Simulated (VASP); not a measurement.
# TiO2 in VASP: notebook, part 2 of 2

VASP 6.6.1.

### Step 3. Single point, r2SCAN

This run uses another cell than the first one, of 11.40 Å³/atom.

Input file POSCAR:

```
TiO2
1.0
    2.6712057488     -2.6712805751     -0.0199762041
    2.6712057488      2.6712805751     -0.0199762041
   -2.6352886453      0.0000000000      4.8119343396
Ti O
2 4
Direct
    0.1250075794      0.8749924206      0.2500000000
    0.8749924206      0.1250075794      0.7500000000
    0.3322533013      0.0822599512      0.6645086416
    0.6677466987      0.9177400488      0.3354913584
    0.9177400488      0.6677466987      0.8354913584
    0.0822599512      0.3322533013      0.1645086416
```

Input file INCAR.step1:

```
SYSTEM = TiO2
PREC = Accurate
ENCUT = 660
ISMEAR = -1
SIGMA = 0.02
LREAL = .FALSE.
LASPH = .TRUE.
NELM = 120
NBANDS = 33
GGA = PE
ALGO = Normal
EDIFF = 1E-5
LWAVE = .TRUE.
LCHARG = .FALSE.
GGA_COMPAT = .FALSE.
```

Input file INCAR.step2:

```
SYSTEM = TiO2
PREC = Accurate
ENCUT = 660
EDIFF = 1E-6
ISMEAR = -1
SIGMA = 0.02
LREAL = .FALSE.
LASPH = .TRUE.
NELM = 120
ALGO = Normal
ISIF = 2
LWAVE = .FALSE.
LCHARG = .FALSE.
METAGGA = R2SCAN
LMIXTAU = .TRUE.
NBANDS = 33
ISTART = 1
GGA_COMPAT = .FALSE.
```

Input file KPOINTS:

```
regular mesh
0
G
  6 6 6
  0 0 0
```

Potentials or basis: VASP PAW PBE potentials, release 64 (Ti_sv, O).

On the command line:

```console
$ cat potpaw_PBE.64/Ti_sv/POTCAR potpaw_PBE.64/O/POTCAR > POTCAR
$ cp INCAR.step1 INCAR
$ mpirun -np 1 vasp_std > vasp.out
$ cp INCAR.step2 INCAR
$ mpirun -np 1 vasp_std > vasp.out
```

OUTCAR:

```text
SYSTEM = TiO2
   PREC = Accurate
   ENCUT = 660
   EDIFF = 1E-6
   ISMEAR = -1
   LREAL = .FALSE.
   LASPH = .TRUE.
   NELM = 120
   ISIF = 2
   METAGGA = R2SCAN
   ISTART = 1

 ion  position               nearest neighbor table
   1  0.125  0.875  0.250-   4 1.93   6 1.93   6 1.93   4 1.93   3 1.99   5 1.99
   2  0.875  0.125  0.750-   5 1.93   3 1.93   5 1.93   3 1.93   6 1.99   4 1.99
   3  0.332  0.082  0.665-   2 1.93   2 1.93   1 1.99
   4  0.668  0.918  0.335-   1 1.93   1 1.93   2 1.99
   5  0.918  0.668  0.835-   2 1.93   2 1.93   1 1.99
   6  0.082  0.332  0.165-   1 1.93   1 1.93   2 1.99

  LATTYP: Found a body centered tetragonal cell.
 ALAT       =     3.7777611243
 C/A-ratio  =     2.5370014569

  Lattice vectors:

 A1 = (  -0.0359171035,  -2.6712805751,  -4.7919581355)
 A2 = (  -0.0359171035,   2.6712805751,  -4.7919581355)
 A3 = (   2.7071228523,   0.0000000000,   4.7719819314)

Analysis of symmetry for initial positions (statically):
=====================================================================
 Subroutine PRICEL returns:
 Original cell was already a primitive cell.
[... 183 lines left out ...]
 fundamental gap:      2.6032710580
 Fermi energy:         3.5092066338

 k-point     1 :       0.0000    0.0000    0.0000
  band No.  band energies     occupation
      1     -55.5716      2.00000
      2     -55.5126      2.00000
      3     -30.9888      2.00000
      4     -30.7411      2.00000
      5     -30.7411      2.00000
      6     -30.6721      2.00000
[... 853 lines left out ...]
     32       9.6051      0.00000
     33       9.6695      0.00000

 [... further k-points ...]

------------------------ aborting loop because EDIFF is reached ----------------------------------------

  FORCE on cell =-STRESS in cart. coord.  units (eV):
  Direction    XX          YY          ZZ          XY          YZ          ZX
  --------------------------------------------------------------------------------------
  -------------------------------------------------------------------------------------
  Total        0.4382095      0.4384807      0.3654651      0.0000000      0.0000000     -0.0014401
  in kB       10.2659268     10.2722803      8.5617444      0.0000000      0.0000000     -0.0337367
  external PRESSURE =       9.6999838 kB  Pullay stress =       0.0000000 kB

 VOLUME and BASIS-vectors are now :
 -----------------------------------------------------------------------------
  energy-cutoff  :      660.00
  volume of cell :       68.39
      direct lattice vectors                 reciprocal lattice vectors
     2.671205749 -2.671280575 -0.019976204     0.187951155 -0.187176145  0.102932731
     2.671205749  2.671280575 -0.019976204     0.187951155  0.187176145  0.102932731
    -2.635288645  0.000000000  4.811934340     0.001560516  0.000000000  0.208671262

 POSITION                                       TOTAL-FORCE (eV/Angst)
 -----------------------------------------------------------------------------------
      2.01238      2.00342      1.18301        -0.000000     -0.000016     -0.000000
      0.69474     -2.00342      3.58897        -0.000000      0.000016     -0.000000
     -0.64392     -0.66780      3.18929        -0.000361      0.000302      0.026510
      3.35104      0.66780      1.58269         0.000361     -0.000302     -0.026510
      2.03340     -0.66780      3.98866         0.000361      0.000302     -0.026510
      0.67372      0.66780      0.78332        -0.000361     -0.000302      0.026510
 -----------------------------------------------------------------------------------
    total drift:                               -0.000000     -0.000000     -0.000000

  FREE ENERGIE OF THE ION-ELECTRON SYSTEM (eV)
  ---------------------------------------------------
  free  energy   TOTEN  =       -69.8784844181 eV

  energy  without entropy=      -69.8784844181  energy(sigma->0) =      -69.87848442
```

OUTCAR.step1:

```text
SYSTEM = TiO2
   PREC = Accurate
   ENCUT = 660
   ISMEAR = -1
   LREAL = .FALSE.
   LASPH = .TRUE.
   NELM = 120
[... 1101 lines left out ...]
      3.35104      0.66780      1.58269        -0.000507     -0.000137     -0.107781
      2.03340     -0.66780      3.98866        -0.000507      0.000137     -0.107781
      0.67372      0.66780      0.78332         0.000507     -0.000137      0.107781
 -----------------------------------------------------------------------------------
    total drift:                               -0.000000     -0.000000     -0.000000

  FREE ENERGIE OF THE ION-ELECTRON SYSTEM (eV)
  ---------------------------------------------------
  free  energy   TOTEN  =       -53.8511794389 eV

  energy  without entropy=      -53.8511794388  energy(sigma->0) =      -53.85117944
```

Run time: 17 min. Hardware: 1 thread of Oxide Virtual Turin-like, shared host; peak memory 0.31 GiB.

Results:

```
Free energy            : -69.8785 eV
Pressure               : 1.0 GPa
Largest force          : 0.027 eV/Å
Band gap on the k mesh : 2.60 eV (least direct gap 2.90 eV)
```

Forces on the atoms (eV/Å):
```
Ti   0.000  0.000  0.000
Ti   0.000  0.000  0.000
O    0.000  0.000  0.027
O    0.000  0.000 -0.027
O    0.000  0.000 -0.027
O    0.000  0.000  0.027
```

Caveat: the PAW data sets were made with another functional, which shifts forces and pressure a little.

### Step 4. Relaxation of cell and atoms, PBE

This run uses another cell than the first one, of 11.71 Å³/atom.

Input file INCAR:

```
SYSTEM = TiO2
PREC = Accurate
ENCUT = 600
EDIFF = 1E-7
ISMEAR = -1
SIGMA = 0.02
LREAL = .FALSE.
LASPH = .TRUE.
NELM = 120
ALGO = Normal
ISIF = 3
LWAVE = .FALSE.
LCHARG = .FALSE.
GGA = PE
IBRION = 2
NSW = 80
EDIFFG = -0.005
GGA_COMPAT = .FALSE.
NELMIN = 4
```

Input file KPOINTS:

```
Automatic mesh
0
G
  6 6 6
  0 0 0
```

Input file POSCAR:

```
TiO2
1.0
    2.7060340000     -2.7066550000      0.0000000000
    2.7060340000      2.7066550000      0.0000000000
   -2.6335310000      0.0000000000      4.7966370000
Ti O
2 4
Direct
    0.1341100000      0.8658900000      0.2500000000
    0.8658900000      0.1341100000      0.7500000000
    0.3312210000      0.0887550000      0.6671490000
    0.6687790000      0.9112450000      0.3328510000
    0.9112450000      0.6687790000      0.8328510000
    0.0887550000      0.3312210000      0.1671490000
```

Potentials or basis: VASP PAW PBE potentials, release 64 (Ti_sv, O).

On the command line:

```console
$ cat potpaw_PBE.64/Ti_sv/POTCAR potpaw_PBE.64/O/POTCAR > POTCAR
$ mpirun -np 1 vasp_std > vasp.out
```

OUTCAR:

```text
SYSTEM = TiO2
   PREC = Accurate
   ENCUT = 600
   EDIFF = 1E-7
   ISMEAR = -1
   LREAL = .FALSE.
   LASPH = .TRUE.
   NELM = 120
   ISIF = 3
   GGA = PE
   IBRION = 2
   NSW = 80
   EDIFFG = -0.005
   NELMIN = 4

 ion  position               nearest neighbor table
   1  0.134  0.866  0.250-   4 1.93   6 1.93   6 1.98   4 1.98   3 2.00   5 2.00
   2  0.866  0.134  0.750-   5 1.93   3 1.93   5 1.98   3 1.98   6 2.00   4 2.00
   3  0.331  0.089  0.667-   2 1.93   2 1.98   1 2.00
   4  0.669  0.911  0.333-   1 1.93   1 1.98   2 2.00
   5  0.911  0.669  0.833-   2 1.93   2 1.98   1 2.00
   6  0.089  0.331  0.167-   1 1.93   1 1.98   2 2.00

  LATTYP: Found a base centered monoclinic cell.
 ALAT       =     5.4120680000
 B/A-ratio  =     1.0002294871
 C/A-ratio  =     1.0110809974
 COS(beta)  =    -0.4812705001

  Lattice vectors:

 A1 = (   2.7060340000,  -2.7066550000,   0.0000000000)
 A2 = (   2.7060340000,   2.7066550000,   0.0000000000)
 A3 = (  -2.6335310000,   0.0000000000,   4.7966370000)

Analysis of symmetry for initial positions (statically):
=====================================================================
 Subroutine PRICEL returns:
 Original cell was already a primitive cell.

 Routine SETGRP: Setting up the symmetry group for a
 base centered monoclinic supercell.

 Subroutine GETGRP returns: Found  4 space group operations
 (whereof  2 operations were pure point group operations)
 out of a pool of  4 trial point group operations.

The static configuration has the point symmetry S_2 .
 The point group associated with its full space group is C_2h.

Analysis of symmetry for dynamics (positions and initial velocities):
=====================================================================
 Subroutine PRICEL returns:
 Original cell was already a primitive cell.

 Routine SETGRP: Setting up the symmetry group for a
 base centered monoclinic supercell.

 Subroutine GETGRP returns: Found  4 space group operations
[... 153 lines left out ...]
 number of electron      48.0000002 magnetization

 Free energy of the ion-electron system (eV)
  ---------------------------------------------------
  ext. energy  EPLUGINS =         0.00000000
  ---------------------------------------------------
  free energy    TOTEN  =       -53.86309468 eV

  energy without entropy =      -53.86309468  energy(sigma->0) =      -53.86309468

------------------------ aborting loop because EDIFF is reached ----------------------------------------

  FORCE on cell =-STRESS in cart. coord.  units (eV):
  Direction    XX          YY          ZZ          XY          YZ          ZX
  --------------------------------------------------------------------------------------
  -------------------------------------------------------------------------------------
  Total       -0.6235506     -0.6396630     -0.3488111      0.0000000      0.0000000     -0.1031774
  in kB      -14.2183532    -14.5857515     -7.9536759      0.0000000      0.0000000     -2.3526761
  external PRESSURE =     -12.2525935 kB  Pullay stress =       0.0000000 kB
[... 101 lines left out ...]
  FREE ENERGIE OF THE ION-ELECTRON SYSTEM (eV)
  ---------------------------------------------------
  free  energy   TOTEN  =       -53.8658739898 eV

  energy  without entropy=      -53.8658739898  energy(sigma->0) =      -53.86587399

[... ionic steps 4 to 25 ...]

--------------------------------------- Ionic step       26  -------------------------------------------

 number of electron      47.9999993 magnetization

------------------------ aborting loop because EDIFF is reached ----------------------------------------
[... 75 lines left out ...]
--------------------------------------- Ionic step       28  -------------------------------------------

 number of electron      47.9999994 magnetization

 Free energy of the ion-electron system (eV)
  ---------------------------------------------------
  ext. energy  EPLUGINS =         0.00000000
  ---------------------------------------------------
  free energy    TOTEN  =       -53.87437822 eV

  energy without entropy =      -53.87437822  energy(sigma->0) =      -53.87437822

 E-fermi :   3.6854     XC(G=0): -10.5824

 val. band max:        3.0818244188   @ k =   0.5000   0.5000   0.0000
 cond. band min:       5.2296978768   @ k =   0.0000   0.0000   0.0000
 fundamental gap:      2.1478734580
 Fermi energy:         3.6853984811

 k-point     1 :       0.0000    0.0000    0.0000
  band No.  band energies     occupation
      1     -53.3425      2.00000
      2     -53.2919      2.00000
      3     -29.7684      2.00000
      4     -29.5519      2.00000
      5     -29.5518      2.00000
      6     -29.4911      2.00000
[... 733 lines left out ...]
     27       6.3523      0.00000
     28       6.6812      0.00000

 [... further k-points ...]

------------------------ aborting loop because EDIFF is reached ----------------------------------------

  FORCE on cell =-STRESS in cart. coord.  units (eV):
  Direction    XX          YY          ZZ          XY          YZ          ZX
  --------------------------------------------------------------------------------------
  -------------------------------------------------------------------------------------
  Total       -0.0270533      0.0261133      0.0010929      0.0000000      0.0000000      0.0097753
  in kB       -0.6180399      0.5965671      0.0249673      0.0000000      0.0000000      0.2233198
  external PRESSURE =       0.0011648 kB  Pullay stress =       0.0000000 kB
[... 21 lines left out ...]
  FREE ENERGIE OF THE ION-ELECTRON SYSTEM (eV)
  ---------------------------------------------------
  free  energy   TOTEN  =       -53.8743782160 eV

  energy  without entropy=      -53.8743782160  energy(sigma->0) =      -53.87437822

 reached required accuracy - stopping structural energy minimisation
```

OSZICAR:

```text
N       E                     dE             d eps       ncg     rms          rms(c)
DAV:   1     0.726074987353E+03    0.72607E+03   -0.27415E+04  3808   0.219E+03
DAV:   2     0.643143370479E+02   -0.66176E+03   -0.64120E+03  4084   0.616E+02
[... 263 lines left out ...]
DAV:   2    -0.538743999618E+02   -0.42111E-03   -0.47126E-03  4228   0.538E-01    0.438E-02
DAV:   3    -0.538743875993E+02    0.12362E-04   -0.19072E-04  5304   0.110E-01    0.246E-02
DAV:   4    -0.538743768321E+02    0.10767E-04   -0.36502E-05  5072   0.584E-02    0.479E-03
DAV:   5    -0.538743780287E+02   -0.11965E-05   -0.82777E-06  4640   0.241E-02    0.325E-03
DAV:   6    -0.538743781968E+02   -0.16818E-06   -0.34231E-07  3616   0.455E-03    0.164E-03
DAV:   7    -0.538743782160E+02   -0.19199E-07   -0.77396E-08  2492   0.311E-03
  28 F= -.53874378E+02 E0= -.53874378E+02  d E =-.240298E-04
```

Run time: 43 min. Hardware: 1 thread of Oxide Virtual Turin-like, shared host; peak memory 0.28 GiB.

What came out:

```
Free energy                           : -53.8744 eV
Relaxed volume                        : 11.69 Å³/atom
Relaxed cell                          : a = 3.802 Å, b = 3.802 Å, c = 5.549 Å, α = 110.08°, β = 110.08°, γ = 89.94°
Space group after relaxing (to 0.1 Å) : I4_1/amd (No. 141)
Energy gained by relaxing             : 1.9 meV/atom
Ionic steps                           : 28
Pressure after relaxing               : 0.0 GPa
Largest force after relaxing          : 0.004 eV/Å
Band gap on the k mesh                : 2.15 eV (least direct gap 2.41 eV)
```

Forces in eV/Å, atoms in the order of the input:
```
Ti   0.000  0.002  0.000
Ti   0.000 -0.002  0.000
O    0.004 -0.001 -0.003
O   -0.004  0.001  0.003
O   -0.004 -0.001  0.003
O    0.004  0.001 -0.003
```

Stress tensor (GPa, compression positive):
```
-0.06  0.00  0.02
 0.00  0.06  0.00
 0.02  0.00  0.00
```

The path:
| step | energy change (eV) | largest force (eV/Å) | pressure (GPa) | volume (Å³) |
| --- | --- | --- | --- | --- |
| 1 | 0.0000 | 0.1078 | -1.23 | 70.26 |
| 2 | -0.0008 | 0.0761 | 1.70 | 69.36 |
| 3 | -0.0028 | 0.0696 | 0.35 | 69.77 |
| 4 | -0.0047 | 0.0667 | 0.32 | 69.82 |
| 5 | -0.0084 | 0.0561 | 0.20 | 69.97 |
| 6 | -0.0076 | 0.0467 | 0.04 | 70.26 |
| 7 | -0.0095 | 0.0449 | 0.13 | 70.09 |
| 8 | -0.0098 | 0.0637 | -0.27 | 70.35 |
| 9 | -0.0102 | 0.0305 | -0.10 | 70.24 |
| 10 | -0.0105 | 0.0260 | 0.14 | 70.15 |
| 11 | -0.0106 | 0.0306 | 0.34 | 70.07 |
| 12 | -0.0107 | 0.0265 | 0.30 | 70.08 |
| 13 | -0.0109 | 0.0151 | 0.18 | 70.11 |
| 14 | -0.0110 | 0.0147 | -0.07 | 70.17 |
| 15 | -0.0110 | 0.0099 | -0.02 | 70.16 |
| 16 | -0.0111 | 0.0095 | -0.02 | 70.16 |
| 17 | -0.0112 | 0.0106 | -0.03 | 70.16 |
| 18 | -0.0111 | 0.0172 | -0.05 | 70.16 |
| 19 | -0.0112 | 0.0123 | -0.04 | 70.16 |
| 20 | -0.0112 | 0.0077 | 0.00 | 70.14 |
| 21 | -0.0112 | 0.0077 | 0.04 | 70.12 |
| 22 | -0.0113 | 0.0080 | 0.01 | 70.14 |
| 23 | -0.0113 | 0.0114 | -0.10 | 70.17 |
| 24 | -0.0113 | 0.0099 | -0.08 | 70.16 |
| 25 | -0.0113 | 0.0093 | -0.07 | 70.16 |
| 26 | -0.0113 | 0.0080 | -0.06 | 70.15 |
| 27 | -0.0113 | 0.0055 | -0.04 | 70.15 |
| 28 | -0.0113 | 0.0045 | 0.00 | 70.13 |

Final structure:
```
CELL_PARAMETERS angstrom
2.68961 -2.68688 -0.02077
2.68961 2.68688 -0.02077
-2.65477 0.00000 4.87279
ATOMIC_POSITIONS crystal
Ti 0.12504 0.87496 0.25000
Ti 0.87496 0.12504 0.75000
O 0.33160 0.08115 0.66310
O 0.66840 0.91885 0.33690
O 0.91885 0.66840 0.83690
O 0.08115 0.33160 0.16310
```

A k mesh can miss the band edges.

### Step 5. Summary

```tsv
task	level	cell	cutoff (eV)	gap on the mesh (eV)	pressure (GPa)	largest force (eV/Å)
single point	PBE	a = 3.799, b = 3.799, c = 5.543 Å, angles 110.0, 110.0, 90.0°, 6 atoms, atomic positions A	600	2.16	0.4	0.02
single point	r2SCAN	a = 3.778, b = 3.778, c = 5.486 Å, angles 110.1, 110.1, 90.0°, 6 atoms, atomic positions B	660	2.60	1.0	0.03
relaxation of cell and atoms	PBE	relaxed from a = 3.827, b = 3.827, c = 5.472 Å, angles 109.9, 109.9, 90.0°, 6 atoms, atomic positions C	600	2.15	0.0	-
```

Alike in all rows: potentials or basis VASP PAW PBE potentials, release 64 (Ti_sv, O); no spin polarisation; k mesh 6 × 6 × 6; smearing fermi-dirac 0.02 eV.

Caveats: the PAW data sets were made with another functional, which shifts forces and pressure a little (at least some runs).

Total energies depend on the potentials used, so only differences within one code and one set of settings carry meaning.
